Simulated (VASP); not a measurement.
# Ir in VASP: relaxation of the atoms with PBE+D3(BJ)

Aim: the relaxation of the atoms of Ir with PBE+D3(BJ).

Program: VASP 6.6.1. These are calculated values, not measurements. Logs are shortened: lines on timing, memory, paths and dates and some standing lists are left out, and cuts for length are marked.

**1. The cell of the first run**

The cell holds a slab with vacuum, 12 atoms: a = 5.431 Å, b = 5.431 Å, c = 20.435 Å, α = 90.00°, β = 90.00°, γ = 120.00°.

**2. Relaxation of the atoms, PBE+D3(BJ)**

File INCAR:

```
  PREC = Accurate
  ENCUT = 520
  EDIFF = 1E-7
  ISMEAR = 0
  SIGMA = 0.1
  LREAL = False
  LASPH = True
  NELM = 60
  ALGO = Fast
  ISIF = 2
  LWAVE = False
  LCHARG = False
  LDIPOL = True
  IDIPOL = 3
  DIPOL = 0.5 0.5 0.500
  GGA = PE
  IVDW = 12
  IBRION = 2
  NSW = 90
  EDIFFG = -0.03
```

File KPOINTS:

```
regular mesh
0
Gamma
  4 4 1
```

File POSCAR:

```
Ir
1.0
    5.4313155572      0.0000000000      0.0000000000
   -2.7156577786      4.7036572485      0.0000000000
    0.0000000000      0.0000000000     20.4346505824
Ir
12
Selective dynamics
Direct
    0.3333333333      0.1666666667      0.3914918911  F F F
    0.3333333333      0.6666666667      0.3914918911  F F F
    0.8333333333      0.1666666667      0.3914918911  F F F
    0.8333333333      0.6666666667      0.3914918911  F F F
    0.6666666667      0.3333333333      0.5000000000  T T T
    0.6666666667      0.8333333333      0.5000000000  T T T
    0.1666666667      0.3333333333      0.5000000000  T T T
    0.1666666667      0.8333333333      0.5000000000  T T T
    0.0000000000      0.5000000000      0.6085081089  T T T
    0.0000000000      0.0000000000      0.6085081089  T T T
    0.5000000000      0.5000000000      0.6085081089  T T T
    0.5000000000      0.0000000000      0.6085081089  T T T
```

Potentials or basis: VASP PAW PBE potentials, release 64 (Ir).

Command:

```console
$ cat potpaw_PBE.64/Ir/POTCAR > POTCAR
$ mpirun -np 1 vasp_std > vasp.out
```

OUTCAR:

```text
PREC = Accurate
   ENCUT = 520
   EDIFF = 1E-7
   ISMEAR = 0
   LREAL = False
   LASPH = True
   NELM = 60
   ISIF = 2
   GGA = PE
   IVDW = 12
   IBRION = 2
   NSW = 90
   EDIFFG = -0.03
 IVDW          = 12

 ion  position               nearest neighbor table
   1  0.333  0.167  0.391-   7 2.72   8 2.72   5 2.72   4 2.72   2 2.72   2 2.72   4 2.72   3 2.72
                             3 2.72
   2  0.333  0.667  0.391-   8 2.72   7 2.72   6 2.72   3 2.72   1 2.72   1 2.72   3 2.72   4 2.72
                             4 2.72
   3  0.833  0.167  0.391-   5 2.72   6 2.72   7 2.72   4 2.72   2 2.72   4 2.72   2 2.72   1 2.72
                             1 2.72
   4  0.833  0.667  0.391-   6 2.72   5 2.72   8 2.72   3 2.72   1 2.72   3 2.72   1 2.72   2 2.72
                             2 2.72
   5  0.667  0.333  0.500-   3 2.72  12 2.72   9 2.72   4 2.72  11 2.72   1 2.72   8 2.72   6 2.72
                             6 2.72   8 2.72   7 2.72   7 2.72
   6  0.667  0.833  0.500-   4 2.72  11 2.72  10 2.72   3 2.72   2 2.72  12 2.72   7 2.72   5 2.72
                             5 2.72   7 2.72   8 2.72   8 2.72
   7  0.167  0.333  0.500-   1 2.72  10 2.72  11 2.72   2 2.72   3 2.72   9 2.72   8 2.72   6 2.72
                             8 2.72   6 2.72   5 2.72   5 2.72
   8  0.167  0.833  0.500-   2 2.72   9 2.72  12 2.72   1 2.72  10 2.72   4 2.72   7 2.72   5 2.72
                             7 2.72   5 2.72   6 2.72   6 2.72
   9  0.000  0.500  0.609-   8 2.72   5 2.72   7 2.72  10 2.72  12 2.72  10 2.72  12 2.72  11 2.72
                            11 2.72
  10  0.000  0.000  0.609-   7 2.72   6 2.72   8 2.72   9 2.72  11 2.72   9 2.72  11 2.72  12 2.72
                            12 2.72
  11  0.500  0.500  0.609-   6 2.72   7 2.72   5 2.72  10 2.72  12 2.72  12 2.72  10 2.72   9 2.72
                             9 2.72
[... 7 lines left out ...]
  Lattice vectors:

 A1 = (   5.4313155572,   0.0000000000,   0.0000000000)
 A2 = (  -2.7156577786,   4.7036572485,   0.0000000000)
 A3 = (   0.0000000000,   0.0000000000,  20.4346505824)

Analysis of symmetry for initial positions (statically):
=====================================================================
 Subroutine PRICEL returns following result:

  LATTYP: Found a hexagonal cell.
 ALAT       =     2.7156577786
 C/A-ratio  =     7.5247517354

  Lattice vectors:

 A1 = (   2.7156577786,   0.0000000000,   0.0000000000)
 A2 = (  -1.3578288893,   2.3518286242,   0.0000000000)
 A3 = (   0.0000000000,   0.0000000000,  20.4346505824)

   4 primitive cells build up your supercell.

 Routine SETGRP: Setting up the symmetry group for a
 hexagonal supercell.

 Subroutine GETGRP returns: Found 12 space group operations
 (whereof  6 operations were pure point group operations)
 out of a pool of 24 trial point group operations.

The static configuration has the point symmetry C_3v.
 The point group associated with its full space group is D_3d.

Analysis of symmetry for dynamics (positions and initial velocities):
=====================================================================
 Subroutine PRICEL returns following result:

  LATTYP: Found a hexagonal cell.
 ALAT       =     2.7156577786
 C/A-ratio  =     7.5247517354

  Lattice vectors:

 A1 = (   2.7156577786,   0.0000000000,   0.0000000000)
 A2 = (  -1.3578288893,   2.3518286242,   0.0000000000)
 A3 = (   0.0000000000,   0.0000000000,  20.4346505824)

   4 primitive cells build up your supercell.

 Routine SETGRP: Setting up the symmetry group for a
 hexagonal supercell.

 Subroutine GETGRP returns: Found 12 space group operations
 (whereof  6 operations were pure point group operations)
 out of a pool of 24 trial point group operations.

The dynamic configuration has the point symmetry C_3v.
 The point group associated with its full space group is D_3d.

Analysis of constrained symmetry for selective dynamics:
=====================================================================
 Subroutine PRICEL returns following result:

  LATTYP: Found a hexagonal cell.
 ALAT       =     2.7156577786
 C/A-ratio  =     7.5247517354

  Lattice vectors:

 A1 = (   2.7156577786,   0.0000000000,   0.0000000000)
 A2 = (  -1.3578288893,   2.3518286242,   0.0000000000)
 A3 = (   0.0000000000,   0.0000000000,  20.4346505824)

   4 primitive cells build up your supercell.

 Routine SETGRP: Setting up the symmetry group for a
 hexagonal supercell.

 Subroutine GETGRP returns: Found  6 space group operations
 (whereof  6 operations were pure point group operations)
 out of a pool of 24 trial point group operations.

The constrained configuration has the point symmetry C_3v.

 Subroutine INISYM returns: Found  6 space group operations
 (whereof  6 operations are pure point group operations),
 and found     4 'primitive' translations

----------------------------------------------------------------------------------------

                                     Primitive cell

  volume of cell :     130.5112

  direct lattice vectors                    reciprocal lattice vectors
     2.715657779  0.000000000  0.000000000     0.368234911  0.212600525  0.000000000
    -1.357828889  2.351828624  0.000000000     0.000000000  0.425201050  0.000000000
     0.000000000  0.000000000 20.434650582     0.000000000  0.000000000  0.048936486

  length of vectors
     2.715657779  2.715657779 20.434650582     0.425201050  0.425201050  0.048936486

  position of ions in fractional coordinates (direct lattice)
     0.666666667  0.333333333  0.391491891
     0.333333333  0.666666667  0.500000000
     1.000000000  0.000000000  0.608508109

  ion indices of the primitive-cell ions
   primitive index   ion index
                 1           1
                 2           7
                 3          12

----------------------------------------------------------------------------------------

 KPOINTS: regular mesh

Automatic generation of k-mesh.
 Grid dimensions read from file:
 generate k-points for:    4    4    1

 Generating k-lattice:

  Cartesian coordinates                     Fractional coordinates (reciprocal lattice)
     0.046029364  0.026575066  0.000000000     0.250000000  0.000000000  0.000000000
     0.000000000  0.053150131  0.000000000     0.000000000  0.250000000  0.000000000
     0.000000000  0.000000000  0.048936486     0.000000000  0.000000000  1.000000000

  Length of vectors
     0.053150131  0.053150131  0.048936486

  Shift w.r.t. Gamma in fractional coordinates (k-lattice)
     0.000000000  0.000000000  0.000000000

 Subroutine IBZKPT returns following result:
 ===========================================

 Found      4 irreducible k-points:

 Following reciprocal coordinates:
            Coordinates               Weight
  0.000000  0.000000  0.000000      1.000000
  0.250000  0.000000  0.000000      6.000000
  0.500000  0.000000  0.000000      3.000000
  0.250000  0.250000  0.000000      6.000000
   k-points           NKPTS =      4   k-points in BZ     NKDIM =      4   number of bands    NBANDS=     64
   number of dos      NEDOS =    301   number of ions     NIONS =     12
   total plane-waves  NPLWV = 256000
   dimension x,y,z NGX =    40 NGY =   40 NGZ =  160
   dimension x,y,z NGXF=    80 NGYF=   80 NGZF=  320
   ions per type =              12
   NGX,Y,Z   is equivalent  to a cutoff of  12.24, 12.24, 13.02 a.u.
   NGXF,Y,Z  is equivalent  to a cutoff of  24.49, 24.49, 26.03 a.u.
 SYSTEM =  unknown system
   PREC   = accura    normal or accurate (medium, high low for compatibility)
   ISTART =      0    job   : 0-new  1-cont  2-samecut
   ICHARG =      2    charge: 1-file 2-atom 10-const
   ISPIN  =      1    spin polarized calculation?
   LNONCOLLINEAR =      F non collinear calculations
   LSORBIT =      F    spin-orbit coupling
   LASPH  =      T    aspherical Exc in radial PAW
   ENCUT  =  520.0 eV  38.22 Ry    6.18 a.u.  10.10 10.10 37.99*2*pi/ulx,y,z
   NELM   =     60;   NELMIN=  2; NELMDL= -5     # of ELM steps
   EDIFF  = 0.1E-06   stopping-criterion for ELM
   LREAL  =      F    real-space projection
   EDIFFG = -.3E-01   stopping-criterion for IOM
   NSW    =     90    number of steps for IOM
   IBRION =      2    ionic relax: 0-MD 1-quasi-New 2-CG
   NFREE  =      1    steps in history (QN), initial steepest desc. (CG)
   ISIF   =      2    stress and relaxation
   ISYM   =      2    0-nonsym 1-usesym 2-fastsym
   POTIM  = 0.5000    time-step for ionic-motion
   TEBEG  =    0.0;   TEEND  =   0.0 temperature during run
   PSTRESS=    0.0 pullay stress
   NELECT =     108.0000    total number of electrons
   NUPDOWN=      -1.0000    fix difference up-down
   EMIN   =  10.00;   EMAX   =-10.00  energy-range for DOS
   EFERMI =   0.00;   METHOD = LEGACY
   ISMEAR =     0;   SIGMA  =   0.10  broadening in eV -4-tet -1-fermi 0-gaus
   EFERMI_NEDOS =   21; number of points for ismear=-14 and -15
   IALGO  =     68    algorithm
   IMIX   =      4    mixing-type and parameters
     AMIX     =   0.40;   BMIX     =  1.00
     AMIX_MAG =   1.60;   BMIX_MAG =  1.00
  volume/ion in A,a.u.               =      43.50       293.58
  Fermi-wavevector in a.u.,A,eV,Ry     =   0.968234  1.829696 12.755137  0.937476
  Thomas-Fermi vector in A             =   2.098186
   LORBIT       =      0    0 simple, 1 ext, 2 COOP (PROOUT), +10 PAW based schemes
   GGA     = PE    functional components
   LHFCALC =     F    Hartree Fock is set to
   AEXX    =    0.0000 exact exchange contribution
   IVDW    =    12    specifies the selected vdW correction
   LEPSILON=     F    determine dielectric tensor
   LRPA    =     F    only Hartree local field effects (RPA)
 conjugate gradient relaxation of ions
 non-spin polarized calculation
 RMM-DIIS sequential band-by-band and
 Gauss-broadening in eV      SIGMA  =   0.10
  energy-cutoff  :      520.00
  volume of cell :      522.04
 maximum number of plane-waves:     14073
   NGX = 21   NGY = 21   NGZ = 75

--------------------------------------- Ionic step        1  -------------------------------------------

 number of electron     108.0000001 magnetization

 Free energy of the ion-electron system (eV)
  ---------------------------------------------------
  ext. energy  EPLUGINS =         0.00000000
  ---------------------------------------------------
  free energy    TOTEN  =       -98.90625249 eV

  energy without entropy =      -98.80099120  energy(sigma->0) =      -98.85362185

------------------------ aborting loop because EDIFF is reached ----------------------------------------

 Edisp (eV)   -5.75272

 E8    (eV) :    -2.8066

  FORCE on cell =-STRESS in cart. coord.  units (eV):
  Direction    XX          YY          ZZ          XY          YZ          ZX
  --------------------------------------------------------------------------------------
  -------------------------------------------------------------------------------------
  Total     -15.03645   -15.03645    -8.05432     0.00000     0.00000     0.00000
  in kB     -46.14749   -46.14749   -24.71904     0.00000     0.00000     0.00000
  external pressure =      -39.00 kB  Pullay stress =        0.00 kB
[... 177 lines left out ...]
  FREE ENERGIE OF THE ION-ELECTRON SYSTEM (eV)
  ---------------------------------------------------
  free  energy   TOTEN  =      -104.7198005677 eV

  energy  without entropy=     -104.6076367642  energy(sigma->0) =     -104.66371867

 dipolmoment           0.000000      0.000000     -0.001950 electrons x Angstroem

--------------------------------------- Ionic step        5  -------------------------------------------

 number of electron     108.0000001 magnetization

 dipolmoment           0.000000      0.000000      0.000034 electrons x Angstroem

 Free energy of the ion-electron system (eV)
  ---------------------------------------------------
  ext. energy  EPLUGINS =         0.00000000
  ---------------------------------------------------
  free energy    TOTEN  =       -98.92751337 eV

  energy without entropy =      -98.81448834  energy(sigma->0) =      -98.87100086

 E-fermi :  -0.2058     XC(G=0):  -5.4794

 val. band max:       -0.2216787071   @ k =   0.2500   0.2500   0.0000
 cond. band min:      -0.2018539615   @ k =   0.2500   0.0000   0.0000
 fundamental gap:      0.0198247456
 Fermi energy:        -0.2058137518

 k-point     1 :       0.0000    0.0000    0.0000
  band No.  band energies     occupation
      1     -10.4545      2.00000
      2      -8.4240      2.00000
      3      -8.0478      2.00000
      4      -7.7193      2.00000
      5      -7.7193      2.00000
      6      -7.7193      2.00000
[... 257 lines left out ...]
     63       0.6033      0.00000
     64       0.6285      0.00000

------------------------ aborting loop because EDIFF is reached ----------------------------------------

 vacuum level on the upper side and lower side of the slab       (xc-potential included)        -0.005        -0.006

 Edisp (eV)   -5.80303

 E8    (eV) :    -2.8333

  FORCE on cell =-STRESS in cart. coord.  units (eV):
  Direction    XX          YY          ZZ          XY          YZ          ZX
  --------------------------------------------------------------------------------------
  -------------------------------------------------------------------------------------
  Total     -12.06854   -12.06854    -0.50684    -0.00000    -0.00000     0.00000
  in kB     -37.03885   -37.03885    -1.55550    -0.00000    -0.00000     0.00000
  external pressure =      -25.21 kB  Pullay stress =        0.00 kB
[... 27 lines left out ...]
  FREE ENERGIE OF THE ION-ELECTRON SYSTEM (eV)
  ---------------------------------------------------
  free  energy   TOTEN  =      -104.7305471689 eV

  energy  without entropy=     -104.6175221376  energy(sigma->0) =     -104.67403465

 reached required accuracy - stopping structural energy minimisation

 vacuum level on the upper side and lower side of the slab         5.101         5.100
```

Wall time 35 min (1 thread of Oxide Virtual Turin-like, shared host); peak memory 0.6 GiB.

What came out:

* Free energy: -104.7305 eV
* Energy gained by relaxing: 6.0 meV/atom
* Ionic steps: 5
* Band gap on the k mesh: zero (bands 54 and 55 overlap by 1.16 eV)
* Dispersion energy per atom: -0.484 eV

The path:
| step | energy change (eV) | largest force on free atoms (eV/Å) | pressure (GPa) |
| --- | --- | --- | --- |
| 1 | 0.0000 | 0.4451 | -3.90 |
| 2 | -0.0292 | 0.2310 | -3.52 |
| 3 | -0.0396 | 0.3874 | -3.12 |
| 4 | -0.0608 | 0.2185 | -2.87 |
| 5 | -0.0716 | 0.0227 | -2.52 |

Final structure:
```xyz
12
Lattice="5.4313 0.0000 0.0000 -2.7157 4.7037 0.0000 0.0000 0.0000 20.4347" Properties=species:S:1:pos:R:3 pbc="T T T"
Ir    1.3578    0.7839    8.0000
Ir    0.0000    3.1358    8.0000
Ir    4.0735    0.7839    8.0000
Ir    2.7157    3.1358    8.0000
Ir    2.7157    1.5679   10.1792
Ir    1.3578    3.9197   10.1792
Ir    0.0000    1.5679   10.1792
Ir   -1.3578    3.9197   10.1792
Ir   -1.3578    2.3518   12.3589
Ir    0.0000    0.0000   12.3589
Ir    1.3578    2.3518   12.3589
Ir    2.7157    0.0000   12.3589
```

Levels at points of the mesh, in eV from the Fermi level:
```tsv
k point	band 50	band 51	band 52	band 53	band 54	band 55	band 56	band 57
(0.00, 0.00, 0.00)	0.31	0.48	0.48	0.48	0.67	0.67	0.93	0.93
(0.50, 0.00, 0.00)	-1.18	-0.98	-0.98	-0.51	-0.51	-0.49	-0.49	-0.35
```

Caveat: spin-orbit coupling is left out, which moves the levels of the heavy elements.
